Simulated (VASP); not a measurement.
**SnSe3: relaxation of cell and atoms with PBE**

Crystal: SnSe3.

```
CELL_PARAMETERS angstrom
4.53588 0.00000 0.00000
0.00000 4.53588 0.00000
0.00000 0.00000 4.53588
ATOMIC_POSITIONS crystal
Sn 0.00000 0.00000 0.00000
Se 0.00000 0.50000 0.50000
Se 0.50000 0.00000 0.50000
Se 0.50000 0.50000 0.00000
```

```yaml
Program: VASP 6.6.1
Task: relaxation of cell and atoms
Functional: PBE
Potentials_or_basis: VASP PAW PBE potentials, release 64 (Sn_d, Se)
Cutoff: 600 eV
k_mesh: 10 × 10 × 10
Occupations: gaussian, width 0.1 eV
Spin: no spin polarisation
Dipole_correction: no
Further_INCAR_settings: ALGO = Normal; EDIFF = 1e-06; IBRION = 2; EDIFFG = -0.01; NSW = 100; ISIF = 3
```

```
Relaxed volume                         : 23.14 Å³/atom
Relaxed cell                           : a = 4.523 Å, b = 4.523 Å, c = 4.523 Å, α = 90.00°, β = 90.00°, γ = 90.00°
Space group after relaxing (to 0.05 Å) : Pm-3m (No. 221)
Energy gained by relaxing              : 0.2 meV/atom
Ionic steps                            : 2
Pressure after relaxing                : 0.0 GPa
Band gap on the k mesh                 : zero (band 16 reaches 6.77 eV, above the bottom of band 17 at 5.20 eV)
```

The path:
```
step  energy change (eV)  largest force (eV/Å)  pressure (GPa)  volume (Å³)
   1              0.0000                0.0000           -0.39        93.32
   2             -0.0008                0.0000            0.05        92.56
```

Final structure:
```yaml
crystal:
  lattice:
    - [4.52343, 0.00000, 0.00000]
    - [0.00000, 4.52343, 0.00000]
    - [0.00000, 0.00000, 4.52343]
  atoms:
    - { symbol: Sn, position: [0.00000, 0.00000, 0.00000] }
    - { symbol: Se, position: [0.00000, 0.50000, 0.50000] }
    - { symbol: Se, position: [0.50000, 0.00000, 0.50000] }
    - { symbol: Se, position: [0.50000, 0.50000, 0.00000] }
```

Levels at points of the mesh, in eV from the Fermi level:
```tsv
k point	band 14	band 15	band 16	band 17	band 18	band 19
(0.00, 0.00, 0.00)	-1.04	-1.04	0.36	0.36	0.36	4.85
(0.50, 0.00, 0.00)	-2.10	-1.82	0.04	0.38	0.38	0.88
(0.50, 0.50, 0.00)	-2.21	-2.15	-1.74	0.68	1.09	1.16
(0.50, 0.50, 0.50)	1.14	1.14	1.14	1.27	1.27	5.36
```

It took 94 s on 1 thread of Intel(R) Xeon(R) Platinum 8375C CPU @ 2.90GHz (Ice Lake), on a shared host, peak memory 0.29 GiB.

Caveat: spin-orbit coupling is left out, which moves the levels of the heavy elements.
